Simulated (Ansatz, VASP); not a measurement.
## One calculation of Si8N, two programs

```xyz
9
Lattice="8.1776 0.0000 0.0000 -4.0888 7.0820 0.0000 0.0000 0.0000 2.6703" Properties=species:S:1:pos:R:3 pbc="T T T"
Si    6.1592    1.1653    0.0000
Si    4.0888    4.7513    0.0000
Si    2.0184    1.1653    0.0000
Si   -2.0704    5.9167    0.0000
Si    0.0000    2.3307    0.0000
Si    2.0704    5.9167    0.0000
Si    0.0000    4.7213    0.0000
Si    4.0888    2.3607    0.0000
N     0.0000    0.0000    1.3352
```

Alike in both runs: functional PBE; k mesh 3 × 3 × 6; occupations gaussian, width 0.1 eV; no spin polarisation.

Ansatz relaxed the structure, and its values are those at the end. VASP's run is a single point on that final structure, the one shown.

```csv
,VASP,Ansatz
version,VASP 6.6.1,Ansatz 0.2.0
potentials or method,"VASP PAW PBE potentials, release 64 (Si, N), cutoff 520 eV","scalar-relativistic, plane waves, PAW"
valence electrons in the cell,37,37
```

VASP gave:

```
gap on the k mesh at the Fermi level (eV) : none
pressure (GPa)                            : 0.0
rms of the force components (eV/Å)        : 0.013
```

Q: Which values does Ansatz return?

A: gap on the k mesh at the Fermi level (eV): none; pressure (GPa): 0.1; rms of the force components (eV/Å): 0.012.

A gap of «none» marks a metal or a gap that the smearing closes. With one functional, cell and mesh, what is left measures potentials, basis and numerics.

The k mesh is coarse, so the values compare programs but aren't converged.
